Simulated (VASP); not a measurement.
# Pt (Fm-3m) in VASP: further runs

Runs on Pt. Level: LDA. Tasks: single point, relaxation of cell and atoms.

Program: VASP 6.6.1. These are calculated values, not measurements. Logs are shortened: lines on timing, memory, paths and dates and some standing lists are left out, and cuts for length are marked.

## 1. The cell of the first run

The structure is cubic, space group Fm-3m (No. 225). Conventional cell: a = 3.894 Å, b = 3.894 Å, c = 3.894 Å, α = 90.00°, β = 90.00°, γ = 90.00°. Within 3.6 Å of Pt (site symmetry m-3m) lie 12 Pt at 2.75 Å.

## 2. Single point, LDA

File INCAR:

```
SYSTEM = Pt
PREC     = Accurate       ! precision mode
ENCUT    = 520            ! plane-wave cutoff, eV
EDIFF    = 1E-7           ! SCF threshold, eV
ISMEAR   = 0              ! smearing method
SIGMA    = 0.1            ! smearing width, eV
LREAL    = .False.        ! projectors in reciprocal space
LASPH    = .True.         ! aspherical terms in the spheres
NELM     = 100            ! most SCF steps
ALGO     = Normal         ! electronic algorithm
ISIF     = 2              ! what is computed and relaxed
LWAVE    = .False.        ! write WAVECAR
LCHARG   = .False.        ! write CHGCAR
GGA      = CA             ! functional
NBANDS   = 11             ! bands
```

File KPOINTS:

```
Automatic mesh
0
Gamma
  18 18 18
  0 0 0
```

File POSCAR:

```
Pt
1.0
    0.0000000000      1.9468412793      1.9468412793
    1.9468412793      0.0000000000      1.9468412793
    1.9468412793      1.9468412793      0.0000000000
Pt
1
Direct
    0.0000000000      0.0000000000      0.0000000000
```

Potentials or basis: VASP PAW LDA potentials, release 64 (Pt).

Command:

```
> cat potpaw_LDA.64/Pt/POTCAR > POTCAR
> mpirun -np 1 vasp_std > vasp.out
```

OUTCAR:

```text
SYSTEM = Pt
   PREC = Accurate
   ENCUT = 520
   EDIFF = 1E-7
   ISMEAR = 0
   LREAL = .False.
   LASPH = .True.
   NELM = 100
   ISIF = 2
   GGA = CA

 ion  position               nearest neighbor table
   1  0.000  0.000  0.000-

  LATTYP: Found a face centered cubic cell.
 ALAT       =     3.8936825586

  Lattice vectors:

 A1 = (   0.0000000000,   1.9468412793,   1.9468412793)
 A2 = (   1.9468412793,   0.0000000000,   1.9468412793)
 A3 = (   1.9468412793,   1.9468412793,   0.0000000000)

Analysis of symmetry for initial positions (statically):
=====================================================================
 Subroutine PRICEL returns:
 Original cell was already a primitive cell.

 Routine SETGRP: Setting up the symmetry group for a
 face centered cubic supercell.

 Subroutine GETGRP returns: Found 48 space group operations
 (whereof 48 operations were pure point group operations)
 out of a pool of 48 trial point group operations.

The static configuration has the point symmetry O_h .

Analysis of symmetry for dynamics (positions and initial velocities):
=====================================================================
 Subroutine PRICEL returns:
 Original cell was already a primitive cell.

 Routine SETGRP: Setting up the symmetry group for a
 face centered cubic supercell.

 Subroutine GETGRP returns: Found 48 space group operations
 (whereof 48 operations were pure point group operations)
 out of a pool of 48 trial point group operations.

The dynamic configuration has the point symmetry O_h .

 Subroutine INISYM returns: Found 48 space group operations
 (whereof 48 operations are pure point group operations),
 and found     1 'primitive' translations

----------------------------------------------------------------------------------------

                                     Primitive cell

  volume of cell :      14.7578

  direct lattice vectors                    reciprocal lattice vectors
     0.000000000  1.946841279  1.946841279    -0.256826278  0.256826278  0.256826278
     1.946841279  0.000000000  1.946841279     0.256826278 -0.256826278  0.256826278
     1.946841279  1.946841279  0.000000000     0.256826278  0.256826278 -0.256826278

  length of vectors
     2.753249341  2.753249341  2.753249341     0.444836163  0.444836163  0.444836163

  position of ions in fractional coordinates (direct lattice)
     0.000000000  0.000000000  0.000000000

  ion indices of the primitive-cell ions
[... 80 lines left out ...]
   ISIF   =      2    stress and relaxation
   ISYM   =      2    0-nonsym 1-usesym 2-fastsym
   POTIM  = 0.5000    time-step for ionic-motion
   TEBEG  =    0.0;   TEEND  =   0.0 temperature during run
   PSTRESS=    0.0 pullay stress
   NELECT =      10.0000    total number of electrons
   NUPDOWN=      -1.0000    fix difference up-down
   EMIN   =  10.00;   EMAX   =-10.00  energy-range for DOS
   EFERMI =   0.00;   METHOD = LEGACY
   ISMEAR =     0;   SIGMA  =   0.10  broadening in eV -4-tet -1-fermi 0-gaus
   EFERMI_NEDOS =   21; number of points for ismear=-14 and -15
   IALGO  =     38    algorithm
   IMIX   =      4    mixing-type and parameters
     AMIX     =   0.40;   BMIX     =  1.00
     AMIX_MAG =   1.60;   BMIX_MAG =  1.00
  volume/ion in A,a.u.               =      14.76        99.59
  Fermi-wavevector in a.u.,A,eV,Ry     =   1.437919  2.717272 28.131539  2.067610
  Thomas-Fermi vector in A             =   2.556943
   LORBIT       =      0    0 simple, 1 ext, 2 COOP (PROOUT), +10 PAW based schemes
   GGA     = CA    functional components
   LHFCALC =     F    Hartree Fock is set to
   AEXX    =    0.0000 exact exchange contribution
   IVDW    =     0    specifies the selected vdW correction
   LEPSILON=     F    determine dielectric tensor
   LRPA    =     F    only Hartree local field effects (RPA)
 non-spin polarized calculation
 Gauss-broadening in eV      SIGMA  =   0.10
  energy-cutoff  :      520.00
  volume of cell :       14.76
 maximum number of plane-waves:       411
   NGX = 11   NGY = 11   NGZ = 11

 number of electron      10.0000000 magnetization

 Free energy of the ion-electron system (eV)
  ---------------------------------------------------
  ext. energy  EPLUGINS =         0.00000000
  ---------------------------------------------------
  free energy    TOTEN  =        -7.50701679 eV

  energy without entropy =       -7.49670865  energy(sigma->0) =       -7.50186272

 E-fermi :  11.5696     XC(G=0): -13.8137

 val. band max:       11.5649465464   @ k =  -0.3333   0.3889   0.1111
 cond. band min:      11.5808740373   @ k =   0.3889   0.2222   0.0000
 fundamental gap:      0.0159274909
 Fermi energy:        11.5696181185

 k-point     1 :       0.0000    0.0000    0.0000
  band No.  band energies     occupation
      1       1.0754      2.00000
      2       7.6102      2.00000
      3       7.6102      2.00000
      4       7.6102      2.00000
      5       9.8812      2.00000
      6       9.8812      2.00000
      7      26.1239      0.00000
      8      31.1683      0.00000
      9      31.1683      0.00000
     10      31.1683      0.00000
     11      36.7016      0.00000
[... 309 lines left out ...]
 k-point    24 :      -0.2222    0.0556    0.0000
  band No.  band energies     occupation
      1       3.1561      2.00000
      2       7.1041      2.00000
      3       8.0226      2.00000
      4       8.0917      2.00000
      5       9.6665      2.00000
      6      10.3786      2.00000
      7      25.3572      0.00000
      8      28.1611      0.00000
      9      32.8140      0.00000
     10      34.1745      0.00000
     11      35.4366      0.00000

 [... further k-points ...]

------------------------ aborting loop because EDIFF is reached ----------------------------------------

  FORCE on cell =-STRESS in cart. coord.  units (eV):
  Direction    XX          YY          ZZ          XY          YZ          ZX
  --------------------------------------------------------------------------------------
  -------------------------------------------------------------------------------------
  Total        0.0716446      0.0716446      0.0716446      0.0000000      0.0000000      0.0000000
  in kB        7.7780789      7.7780789      7.7780789      0.0000000      0.0000000      0.0000000
  external PRESSURE =       7.7780789 kB  Pullay stress =       0.0000000 kB

 VOLUME and BASIS-vectors are now :
 -----------------------------------------------------------------------------
  energy-cutoff  :      520.00
  volume of cell :       14.76
      direct lattice vectors                 reciprocal lattice vectors
     0.000000000  1.946841279  1.946841279    -0.256826278  0.256826278  0.256826278
     1.946841279  0.000000000  1.946841279     0.256826278 -0.256826278  0.256826278
     1.946841279  1.946841279  0.000000000     0.256826278  0.256826278 -0.256826278

 POSITION                                       TOTAL-FORCE (eV/Angst)
 -----------------------------------------------------------------------------------
      0.00000      0.00000      0.00000         0.000000      0.000000      0.000000
 -----------------------------------------------------------------------------------
    total drift:                                0.000000     -0.000000     -0.000000

  FREE ENERGIE OF THE ION-ELECTRON SYSTEM (eV)
  ---------------------------------------------------
  free  energy   TOTEN  =        -7.5070167930 eV

  energy  without entropy=       -7.4967086515  energy(sigma->0) =       -7.50186272
```

OSZICAR:

```text
N       E                     dE             d eps       ncg     rms          rms(c)
DAV:   1     0.391470744443E+02    0.39147E+02   -0.53567E+03  4346   0.848E+02
DAV:   2    -0.733953456193E+01   -0.46487E+02   -0.44774E+02  4913   0.179E+02
DAV:   3    -0.794113134196E+01   -0.60160E+00   -0.59741E+00  5013   0.194E+01
DAV:   4    -0.794343781232E+01   -0.23065E-02   -0.23063E-02  4950   0.142E+00
DAV:   5    -0.794345539092E+01   -0.17579E-04   -0.17580E-04  5024   0.115E-01    0.141E+01
DAV:   6    -0.755719948526E+01    0.38626E+00   -0.87924E-01  4608   0.739E+00    0.725E+00
DAV:   7    -0.751182264852E+01    0.45377E-01   -0.14740E-01  4962   0.291E+00    0.263E+00
DAV:   8    -0.750722408736E+01    0.45986E-02   -0.67050E-03  4641   0.775E-01    0.593E-01
DAV:   9    -0.750701310232E+01    0.21099E-03   -0.18655E-04  4788   0.128E-01    0.116E-02
DAV:  10    -0.750701671587E+01   -0.36136E-05   -0.30452E-06  5209   0.121E-02    0.226E-03
DAV:  11    -0.750701679305E+01   -0.77176E-07   -0.57490E-08  4409   0.216E-03
   1 F= -.75070168E+01 E0= -.75018627E+01  d E =-.103081E-01
```

stdout:

```text
POSCAR found type information on POSCAR Pt
 POSCAR found :  1 types and       1 ions
 scaLAPACK will be used
 LDA part: xc-table for (Slater(with rela. corr.)+CA(PZ))
 , standard interpolation
 POSCAR, INCAR and KPOINTS ok, starting setup
 FFT: planning ... GRIDC
 FFT: planning ... GRID_SOFT
 FFT: planning ... GRID
 WAVECAR not read
 entering main loop
```

Run time: 18 s. Hardware: 1 thread of Intel Xeon Platinum 8375C at 2.90GHz (Ice Lake), shared host; peak memory 0.14 GiB.

Results:

* Free energy: -7.5070 eV
* Pressure: 0.8 GPa
* Band gap on the k mesh: zero (band 5 reaches 12.08 eV, above the bottom of band 6 at 9.77 eV)

Levels at points of the mesh, in eV from the Fermi level:
| k point | band 1 | band 2 | band 3 | band 4 | band 5 | band 6 | band 7 | band 8 | band 9 | band 10 |
| --- | --- | --- | --- | --- | --- | --- | --- | --- | --- | --- |
| (0.00, 0.00, 0.00) | -10.49 | -3.96 | -3.96 | -3.96 | -1.69 | -1.69 | 14.55 | 19.60 | 19.60 | 19.60 |
| (0.50, 0.00, 0.00) | -7.60 | -4.02 | -4.02 | -0.57 | 0.05 | 0.05 | 5.99 | 14.13 | 19.04 | 19.04 |
| (0.50, 0.50, 0.00) | -7.34 | -6.89 | 0.03 | 0.51 | 0.51 | 1.72 | 9.10 | 11.40 | 11.40 | 20.47 |

Caveat: spin-orbit coupling is left out, which moves the levels of the heavy elements.

## 3. Relaxation of cell and atoms, LDA

This run uses another cell than the first one, of 15.64 Å³/atom, 1.060 times its volume.

File INCAR:

```
SYSTEM = Pt
ALGO     = Normal         ! electronic algorithm
EDIFF    = 1E-6           ! SCF threshold, eV
EDIFFG   = -0.005         ! ionic threshold
ENCUT    = 600            ! plane-wave cutoff, eV
IBRION   = 2              ! ionic algorithm
ISIF     = 3              ! what is computed and relaxed
ISMEAR   = 0              ! smearing method
LASPH    = .True.         ! aspherical terms in the spheres
LCHARG   = .False.        ! write CHGCAR
LREAL    = .False.        ! projectors in reciprocal space
LWAVE    = .False.        ! write WAVECAR
NELM     = 80             ! most SCF steps
NSW      = 70             ! ionic steps
PREC     = Accurate       ! precision mode
SIGMA    = 0.1            ! smearing width, eV
```

File KPOINTS:

```
k-points
0
Gamma
  18 18 18
  0 0 0
```

File POSCAR:

```
Pt
1.0
    0.0000000000      1.9850569795      1.9850569795
    1.9850569795      0.0000000000      1.9850569795
    1.9850569795      1.9850569795      0.0000000000
Pt
1
Direct
    0.0000000000      0.0000000000      0.0000000000
```

Potentials or basis: VASP PAW LDA potentials, release 64 (Pt).

Command:

```
> cat potpaw_LDA.64/Pt/POTCAR > POTCAR
> mpirun -np 1 vasp_std > vasp.out
```

Wall time 1.9 min (1 thread of Intel Xeon Platinum 8375C at 2.90GHz (Ice Lake), shared host); peak memory 0.18 GiB.

Results (log left out):

* Free energy: -7.5073 eV
* Relaxed volume: 14.80 Å³/atom
* Relaxed cell: a = 2.756 Å, b = 2.756 Å, c = 2.756 Å, α = 60.00°, β = 60.00°, γ = 60.00°
* Space group after relaxing (to 0.05 Å): Fm-3m (No. 225)
* Energy gained by relaxing: 40.9 meV/atom
* Ionic steps: 7
* Pressure after relaxing: 0.0 GPa
* Band gap on the k mesh: zero (band 5 reaches 12.02 eV, above the bottom of band 6 at 9.72 eV)

The path:
| step | energy change (eV) | largest force (eV/Å) | pressure (GPa) | volume (Å³) |
| --- | --- | --- | --- | --- |
| 1 | 0.0000 | 0.0000 | -14.63 | 15.64 |
| 2 | 0.3856 | 0.0000 | 74.14 | 12.63 |
| 3 | -0.0407 | 0.0000 | -1.04 | 14.85 |
| 4 | -0.0409 | 0.0000 | -0.26 | 14.81 |
| 5 | -0.0409 | 0.0000 | 0.07 | 14.80 |
| 6 | -0.0409 | 0.0000 | -0.15 | 14.81 |
| 7 | -0.0409 | 0.0000 | 0.00 | 14.80 |

Final structure:
```yaml
crystal:
  lattice:
    - [0.00000, 1.94871, 1.94871]
    - [1.94871, 0.00000, 1.94871]
    - [1.94871, 1.94871, 0.00000]
  atoms:
    - { symbol: Pt, position: [0.00000, 0.00000, 0.00000] }
```

Levels at points of the mesh, in eV from the Fermi level:
| k point | band 1 | band 2 | band 3 | band 4 | band 5 | band 6 | band 7 | band 8 | band 9 |
| --- | --- | --- | --- | --- | --- | --- | --- | --- | --- |
| (0.00, 0.00, 0.00) | -10.46 | -3.94 | -3.94 | -3.94 | -1.68 | -1.68 | 14.56 | 19.59 | 19.59 |
| (0.50, 0.00, 0.00) | -7.56 | -4.00 | -4.00 | -0.56 | 0.04 | 0.04 | 5.97 | 14.14 | 19.02 |
| (0.50, 0.50, 0.00) | -7.31 | -6.86 | 0.03 | 0.51 | 0.51 | 1.73 | 9.07 | 11.39 | 11.39 |

Caveat: spin-orbit coupling is left out, which moves the levels of the heavy elements.
